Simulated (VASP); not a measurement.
Set up this calculation in VASP 6.6.1, as the native input.

```
Task                   : relaxation of cell and atoms
Functional             : PBE
Potentials or basis    : VASP PAW PBE potentials, release 64 (Li_sv, Be)
Cutoff                 : 600 eV
k mesh                 : 4 × 4 × 4
Occupations            : gaussian, width 0.2 eV
Spin                   : no spin polarisation
Dipole correction      : no
Further INCAR settings : ALGO = Fast; EDIFF = 1e-06; IBRION = 2; EDIFFG = -0.08; NSW = 36; ISIF = 3
```

The structure of LiBe4 lies in POSCAR:

```
LiBe4
1.0
    4.5686595100      0.0000000000      0.0000000000
   -2.2843297600      3.9565752000      0.0000000000
    0.0000000000      0.0000000000      4.5144005700
Li Be
2 8
Direct
    0.3333333300      0.6666666700      0.3841832600
    0.6666666700      0.3333333300      0.6158167400
    0.2896376500      0.0000000000      0.5000000000
    0.0000000000      0.2896376500      0.5000000000
    0.7103623500      0.7103623500      0.5000000000
    0.7103623500      0.0000000000      0.5000000000
    0.0000000000      0.7103623500      0.5000000000
    0.2896376500      0.2896376500      0.5000000000
    0.0000000000      0.0000000000      0.0000000000
    0.0000000000      0.0000000000      0.5000000000
```

The cell was built from a structure type or drawn by symmetry, and may not be a known phase.

One way to write it, as run:

INCAR

```
SYSTEM = LiBe4
ALGO     = Fast           ! electronic algorithm
EDIFF    = 1E-6           ! SCF threshold, eV
EDIFFG   = -0.08          ! ionic threshold
ENCUT    = 600            ! plane-wave cutoff, eV
GGA      = PE             ! functional
IBRION   = 2              ! ionic algorithm
ISIF     = 3              ! what is computed and relaxed
ISMEAR   = 0              ! smearing method
LASPH    = .TRUE.         ! aspherical terms in the spheres
LCHARG   = .FALSE.        ! write CHGCAR
LREAL    = .FALSE.        ! projectors in reciprocal space
LWAVE    = .FALSE.        ! write WAVECAR
NELM     = 60             ! most SCF steps
NSW      = 36             ! ionic steps
PREC     = Accurate       ! precision mode
SIGMA    = 0.2            ! smearing width, eV
```

KPOINTS

```
k-points
0
G
  4 4 4
  0 0 0
```

Potentials or basis: VASP PAW PBE potentials, release 64 (Li_sv, Be).

Launch:

```bash
$ cat potpaw_PBE.64/Li_sv/POTCAR potpaw_PBE.64/Be/POTCAR > POTCAR
$ mpirun -np 1 vasp_std > vasp.out
```

Results of the run:

```json
{
  "Relaxed volume": "12.27 Å³/atom",
  "Relaxed cell": "a = 6.195 Å, b = 6.195 Å, c = 3.692 Å, α = 90.00°, β = 90.00°, γ = 120.00°",
  "Space group after relaxing (to 0.1 Å)": "P-3m1 (No. 164)",
  "Pressure after relaxing": "0.2 GPa",
  "Largest force after relaxing": "0.049 eV/Å",
  "Band gap on the k mesh": "zero (bands 11 and 12 overlap by 3.13 eV)"
}
```

Caveat: the k points lie up to 0.43 Å⁻¹ apart in the final cell, too coarse for converged energies and pressures of a metal; the cutoff is under 1.25 times the usual one of these potentials, so pressure, stress and relaxed cells hold a basis-set (Pulay) error; the volume moved by over 15 % at a fixed basis, so the end points are rough; the relaxation stopped at a loose force limit of 0.08 eV/Å, so its end isn't a converged minimum.

It took 30 min on 1 thread of Oxide Virtual Turin-like Processor (shared host), peak memory 0.18 GiB.
